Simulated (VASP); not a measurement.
Write the native input for VASP 6.6.1 that does the following.

```
Task                   : relaxation of cell and atoms
Functional             : PBE
Potentials or basis    : VASP PAW PBE potentials, release 64 (C)
Cutoff                 : 600 eV
k mesh                 : 12 × 12 × 4
Occupations            : gaussian, width 0.02 eV
Spin                   : no spin polarisation
Dipole correction      : no
Further INCAR settings : ALGO = Normal; EDIFF = 1e-06; IBRION = 2; EDIFFG = -0.005; NSW = 100; ISIF = 3
```

The structure of C lies in POSCAR:

```
C
1.0
    2.5221000000      0.0000000000      0.0000000000
   -1.2610500000      2.1842026709      0.0000000000
    0.0000000000      0.0000000000      8.2371000000
C
8
Direct
    0.0000000000      0.0000000000      0.0937500000
    0.0000000000      0.0000000000      0.5937500000
    0.0000000000      0.0000000000      0.4062500000
    0.0000000000      0.0000000000      0.9062500000
    0.3333333333      0.6666666667      0.1562500000
    0.6666666667      0.3333333333      0.6562500000
    0.3333333333      0.6666666667      0.3437500000
    0.6666666667      0.3333333333      0.8437500000
```

One way to write it, as run:

INCAR

```
PREC = Accurate ; ENCUT = 600
EDIFF = 1E-6 ; ISMEAR = 0
SIGMA = 0.02 ; LREAL = F
LASPH = T ; NELM = 60
ALGO = Normal ; ISIF = 3
LWAVE = F ; LCHARG = F
GGA = PE ; IBRION = 2
NSW = 100 ; EDIFFG = -0.005
```

KPOINTS

```
Automatic mesh
0
Gamma
  12 12 4
```

Potentials or basis: VASP PAW PBE potentials, release 64 (C).

Launch:

```console
$ cat potpaw_PBE.64/C/POTCAR > POTCAR
$ mpirun -np 1 vasp_std > vasp.out
```

It gave:

The relaxed volume is 5.70 Å³/atom. The relaxed cell is a = 2.518 Å, b = 2.518 Å, c = 8.304 Å, α = 90.00°, β = 90.00°, γ = 120.00°, the space group after relaxing (to 0.1 Å) is P6_3/mmc (No. 194) and the energy gained by relaxing is 2.6 meV/atom. The ionic steps are 6, the pressure after relaxing is 0.0 GPa and the largest force after relaxing is 0.004 eV/Å. The band gap on the k mesh is 4.53 eV (least direct gap 5.29 eV).

Wall time 100 s on 1 thread of AMD EPYC 9R45 96-Core Processor (Zen 5), with other jobs on the host, peak memory 0.16 GiB.
